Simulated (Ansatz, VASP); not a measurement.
# Fe in VASP and in Ansatz

```xyz
4
Lattice="2.3959 0.0000 0.0000 -1.1980 2.0750 0.0000 0.0000 0.0000 7.7127" Properties=species:S:1:pos:R:3 pbc="T T T"
Fe    1.1980    2.0750    0.0000
Fe    1.1980    2.0750    3.8563
Fe    0.0000    1.3833    1.9282
Fe    1.1980    0.6917    5.7845
```

Alike in both runs: task single point; functional revPBE; k mesh 16 × 16 × 5; occupations fermi-dirac, width 0.1 eV; no spin polarisation.

|  | VASP | Ansatz |
| --- | --- | --- |
| version | VASP 6.6.1 | Ansatz 0.2.0 |
| potentials or method | VASP PAW PBE potentials, release 64 (Fe), cutoff 520 eV | plane waves (420 eV) with PAW, scalar-relativistic |
| valence electrons in the cell | 32 | 64 |

```tsv
	VASP	Ansatz	Ansatz less VASP
pressure (GPa)	26.4	27.4	+0.98
traceless stress, the component that is largest in VASP (GPa)	0.19	0.27	+0.079
```

VASP's potentials were made for PBE, not for revPBE. The functional is the same, so the differences come from potentials, cutoffs and numerics. VASP's potentials hold 32 valence electrons a cell and Ansatz's 64, so a difference there can come from the potentials and not from the codes.
